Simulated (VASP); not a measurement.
# Si (P-1) in VASP: single point with r2SCAN

Aim: the single point of Si with r2SCAN.

All numbers are computed with VASP 6.6.1; they aren't measurements. Logs are shortened: lines on timing, memory, paths and dates and some standing lists are left out, and cuts for length are marked.

## Step 1: The cell of the first run

The typed cell holds 8 atoms: a = 5.757 Å, b = 5.757 Å, c = 5.757 Å, α = 109.47°, β = 109.47°, γ = 109.47°.

## Step 2: Single point, r2SCAN (atoms displaced along a vibrational mode)

Input file POSCAR:

```
Si
1.0
   -3.3236145463      3.3236145463      3.3236145463
    3.3236145463     -3.3236145463      3.3236145463
    3.3236145463      3.3236145463     -3.3236145463
Si
8
Direct
    0.2086867163      0.1985801145      0.1976045294
    0.5110248326      0.0008359487      0.3023302737
    0.2995061581      0.5009058098      0.0000000000
    0.0110946079      0.3021699085      0.5000822820
    0.7913132837      0.8014198855      0.8023954706
    0.4889751674     -0.0008359487      0.6976697263
    0.7004938419      0.4990941902      0.0000000000
   -0.0110946079      0.6978300915      0.4999177180
```

Input file INCAR.step1:

```
SYSTEM = Si
ALGO     = Normal         ! electronic algorithm
EDIFF    = 1E-4           ! SCF threshold, eV
ENCUT    = 520            ! plane-wave cutoff, eV
GGA      = PE             ! functional
ISMEAR   = 0              ! smearing method
KPAR     = 4            
LASPH    = .TRUE.         ! aspherical terms in the spheres
LCHARG   = .FALSE.        ! write CHGCAR
LREAL    = .FALSE.        ! projectors in reciprocal space
LWAVE    = .TRUE.         ! write WAVECAR
NBANDS   = 26             ! bands
NELM     = 100            ! most SCF steps
PREC     = Accurate       ! precision mode
SIGMA    = 0.15           ! smearing width, eV
```

Input file INCAR.step2:

```
SYSTEM = Si
ALGO     = Normal         ! electronic algorithm
EDIFF    = 1E-6           ! SCF threshold, eV
ENCUT    = 520            ! plane-wave cutoff, eV
ISIF     = 2              ! what is computed and relaxed
ISMEAR   = 0              ! smearing method
ISTART   = 1            
KPAR     = 4            
LASPH    = .TRUE.         ! aspherical terms in the spheres
LCHARG   = .TRUE.         ! write CHGCAR
LMIXTAU  = .TRUE.       
LREAL    = .FALSE.        ! projectors in reciprocal space
LVHAR    = .TRUE.       
LWAVE    = .FALSE.        ! write WAVECAR
METAGGA  = R2SCAN         ! meta-GGA
NBANDS   = 26             ! bands
NELM     = 100            ! most SCF steps
PREC     = Accurate       ! precision mode
SIGMA    = 0.15           ! smearing width, eV
```

Input file KPOINTS:

```
k-points
0
G
  8 8 8
  0 0 0
```

Potentials or basis: VASP PAW PBE potentials, release 64 (Si).

Launch:

```bash
cat potpaw_PBE.64/Si/POTCAR > POTCAR
cp INCAR.step1 INCAR
mpirun -np 4 vasp_std > vasp.out
cp INCAR.step2 INCAR
mpirun -np 4 vasp_std > vasp.out
```

OUTCAR:

```text
SYSTEM = Si
   EDIFF = 1E-6
   ENCUT = 520
   ISIF = 2
   ISMEAR = 0
   ISTART = 1
   LASPH = .TRUE.
   LREAL = .FALSE.
   METAGGA = R2SCAN
   NELM = 100
   PREC = Accurate

 ion  position               nearest neighbor table
   1  0.209  0.199  0.198-   5 2.32   3 2.39   4 2.40   2 2.40
   2  0.511  0.001  0.302-   6 2.32   3 2.39   4 2.40   1 2.40
   3  0.300  0.501  0.000-   7 2.31   4 2.39   2 2.39   1 2.39
   4  0.011  0.302  0.500-   8 2.32   3 2.39   2 2.40   1 2.40
   5  0.791  0.801  0.802-   1 2.32   7 2.39   8 2.40   6 2.40
   6  0.489  0.999  0.698-   2 2.32   7 2.39   8 2.40   5 2.40
   7  0.700  0.499  0.000-   3 2.31   8 2.39   6 2.39   5 2.39
   8  0.989  0.698  0.500-   4 2.32   7 2.39   6 2.40   5 2.40

  LATTYP: Found a body centered cubic cell.
 ALAT       =     6.6472290926

  Lattice vectors:

 A1 = (  -3.3236145463,   3.3236145463,   3.3236145463)
 A2 = (   3.3236145463,  -3.3236145463,   3.3236145463)
 A3 = (   3.3236145463,   3.3236145463,  -3.3236145463)

Analysis of symmetry for initial positions (statically):
=====================================================================
 Subroutine PRICEL returns:
 Original cell was already a primitive cell.

 Routine SETGRP: Setting up the symmetry group for a
 body centered cubic supercell.

 Subroutine GETGRP returns: Found  2 space group operations
 (whereof  2 operations were pure point group operations)
 out of a pool of 48 trial point group operations.

The static configuration has the point symmetry S_2 .

Analysis of symmetry for dynamics (positions and initial velocities):
=====================================================================
 Subroutine PRICEL returns:
 Original cell was already a primitive cell.

 Routine SETGRP: Setting up the symmetry group for a
 body centered cubic supercell.

 Subroutine GETGRP returns: Found  2 space group operations
 (whereof  2 operations were pure point group operations)
 out of a pool of 48 trial point group operations.

The dynamic configuration has the point symmetry S_2 .

 Subroutine INISYM returns: Found  2 space group operations
 (whereof  2 operations are pure point group operations),
 and found     1 'primitive' translations

----------------------------------------------------------------------------------------

                                     Primitive cell

  volume of cell :     146.8561

[... 106 lines left out ...]
   ISIF   =      2    stress and relaxation
   ISYM   =      2    0-nonsym 1-usesym 2-fastsym
   POTIM  = 0.5000    time-step for ionic-motion
   TEBEG  =    0.0;   TEEND  =   0.0 temperature during run
   PSTRESS=    0.0 pullay stress
   NELECT =      32.0000    total number of electrons
   NUPDOWN=      -1.0000    fix difference up-down
   EMIN   =  10.00;   EMAX   =-10.00  energy-range for DOS
   EFERMI =   0.00;   METHOD = LEGACY
   ISMEAR =     0;   SIGMA  =   0.15  broadening in eV -4-tet -1-fermi 0-gaus
   EFERMI_NEDOS =   21; number of points for ismear=-14 and -15
   IALGO  =     38    algorithm
   IMIX   =      4    mixing-type and parameters
     AMIX     =   0.40;   BMIX     =  1.00
     AMIX_MAG =   1.60;   BMIX_MAG =  1.00
  volume/ion in A,a.u.               =      18.36       123.88
  Fermi-wavevector in a.u.,A,eV,Ry     =   0.985131  1.861628 13.204236  0.970484
  Thomas-Fermi vector in A             =   2.116416
   LORBIT       =      0    0 simple, 1 ext, 2 COOP (PROOUT), +10 PAW based schemes
   METAGGA = R2SCAN    functional components
   LHFCALC =     F    Hartree Fock is set to
   AEXX    =    0.0000 exact exchange contribution
   IVDW    =     0    specifies the selected vdW correction
   LEPSILON=     F    determine dielectric tensor
   LRPA    =     F    only Hartree local field effects (RPA)
 non-spin polarized calculation
 Gauss-broadening in eV      SIGMA  =   0.15
  energy-cutoff  :      520.00
  volume of cell :      146.86
 maximum number of plane-waves:      4012
 NGX is ok and might be reduce to    48
   NGX = 21   NGY = 21   NGZ = 21

 number of electron      31.9999998 magnetization

 Free energy of the ion-electron system (eV)
  ---------------------------------------------------
  ext. energy  EPLUGINS =         0.00000000
  ---------------------------------------------------
  free energy    TOTEN  =       -68.66168327 eV

  energy without entropy =      -68.65780210  energy(sigma->0) =      -68.65974268

 E-fermi :   7.0783     XC(G=0): -10.3752

 val. band max:        6.9582107736   @ k =   0.5000   0.3750   0.5000
 cond. band min:       7.1318534520   @ k =   0.5000   0.5000   0.3750
 fundamental gap:      0.1736426784
 Fermi energy:         7.0783111828

 k-point     1 :       0.0000    0.0000    0.0000
  band No.  band energies     occupation
      1      -6.2497      2.00000
      2      -1.6747      2.00000
      3      -1.3767      2.00000
      4      -1.3429      2.00000
      5      -1.3415      2.00000
      6       0.3048      2.00000
[... 685 lines left out ...]
     25      11.9499      0.00000
     26      12.0469      0.00000

 [... further k-points ...]

------------------------ aborting loop because EDIFF is reached ----------------------------------------

  FORCE on cell =-STRESS in cart. coord.  units (eV):
  Direction    XX          YY          ZZ          XY          YZ          ZX
  --------------------------------------------------------------------------------------
  -------------------------------------------------------------------------------------
  Total       -0.2452878     -0.2456286     -0.2472771      0.2396842     -0.2006989      0.2009357
  in kB       -2.6760523     -2.6797703     -2.6977547      2.6149176     -2.1895942      2.1921781
  external PRESSURE =      -2.6845257 kB  Pullay stress =       0.0000000 kB

 VOLUME and BASIS-vectors are now :
 -----------------------------------------------------------------------------
  energy-cutoff  :      520.00
  volume of cell :      146.86
      direct lattice vectors                 reciprocal lattice vectors
    -3.323614546  3.323614546  3.323614546     0.000000000  0.150438624  0.150438624
     3.323614546 -3.323614546  3.323614546     0.150438624  0.000000000  0.150438624
     3.323614546  3.323614546 -3.323614546     0.150438624  0.150438624  0.000000000

 POSITION                                       TOTAL-FORCE (eV/Angst)
 -----------------------------------------------------------------------------------
      0.62317      0.69035      0.69684         0.133292     -0.080803     -0.096773
     -0.69084      2.70050      0.69640         0.077836     -0.133715     -0.100197
      0.66937     -0.66937      2.66026         0.003549     -0.003496     -0.022343
      2.62950      0.69466     -0.62091         0.094291     -0.091281     -0.139074
      2.70044      2.63326      2.62678        -0.133292      0.080803      0.096773
      4.01446      0.62311      2.62722        -0.077836      0.133715      0.100197
     -0.66937      0.66937      3.98697        -0.003549      0.003496      0.022343
      0.69411      2.62896      3.94452        -0.094291      0.091281      0.139074
 -----------------------------------------------------------------------------------
    total drift:                               -0.000000      0.000000     -0.000000

  FREE ENERGIE OF THE ION-ELECTRON SYSTEM (eV)
  ---------------------------------------------------
  free  energy   TOTEN  =       -68.6616832708 eV

  energy  without entropy=      -68.6578020975  energy(sigma->0) =      -68.65974268
```

It took 37 min on 4 MPI ranks of Oxide Virtual Turin-like, shared host; peak memory 0.81 GiB.

What came out:

* Free energy: -68.6617 eV
* Pressure: -0.3 GPa
* Largest force: 0.191 eV/Å
* Band gap on the k mesh: zero (filled and empty bands overlap)

Forces on the atoms (eV/Å):
```
Si   0.133 -0.081 -0.097
Si   0.078 -0.134 -0.100
Si   0.004 -0.003 -0.022
Si   0.094 -0.091 -0.139
Si  -0.133  0.081  0.097
Si  -0.078  0.134  0.100
Si  -0.004  0.003  0.022
Si  -0.094  0.091  0.139
```

Stress tensor (GPa, compression positive):
```
-0.27  0.26  0.22
 0.26 -0.27 -0.22
 0.22 -0.22 -0.27
```

Caveat: the cell differs from its parent crystal (atoms displaced along a vibrational mode); semilocal functionals underestimate gaps, and a narrow one can read as zero; the PAW data sets were made with another functional, which shifts forces and pressure a little.

The gap in the log of VASP goes by the Fermi energy; the results here count the filled bands.